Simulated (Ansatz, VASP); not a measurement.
N: VASP beside Ansatz

```
CELL_PARAMETERS angstrom
7.03385 0.00000 0.00000
0.00000 7.03385 0.00000
0.00000 0.00000 7.03385
ATOMIC_POSITIONS crystal
N 0.05609 0.60603 0.27655
N 0.12943 0.65680 0.14916
N 0.76958 0.19966 0.36699
N 0.77060 0.16573 0.51872
N 0.13192 0.30123 0.84937
N 0.20185 0.34495 0.71773
N 0.59908 0.63272 0.15568
N 0.58430 0.51923 0.05031
N 0.35258 0.87915 0.64745
N 0.33207 0.92761 0.50109
N 0.87762 0.73493 0.71431
N 0.76507 0.65747 0.63998
```

Alike in both runs: functional r2SCAN; k mesh 1 × 1 × 1; occupations fermi-dirac, width 0.02 eV; no spin polarisation.

Ansatz relaxed the structure, and its values are those at the end. VASP's run is a single point on that final structure, the one shown.

|  | VASP | Ansatz |
| --- | --- | --- |
| version | VASP 6.6.1 | Ansatz 0.2.0 |
| potentials or method | VASP PAW PBE potentials, release 64 (N_h), cutoff 1080 eV | scalar-relativistic, plane waves, PAW |
| valence electrons in the cell | 60 | 60 |

```csv
,VASP,Ansatz,Ansatz less VASP
rms of the force components (eV/Å),0.065,0.069,+0.0034
```

VASP's potentials were made for PBE, not for r2SCAN. With one functional, cell and mesh, what is left measures potentials, basis and numerics.
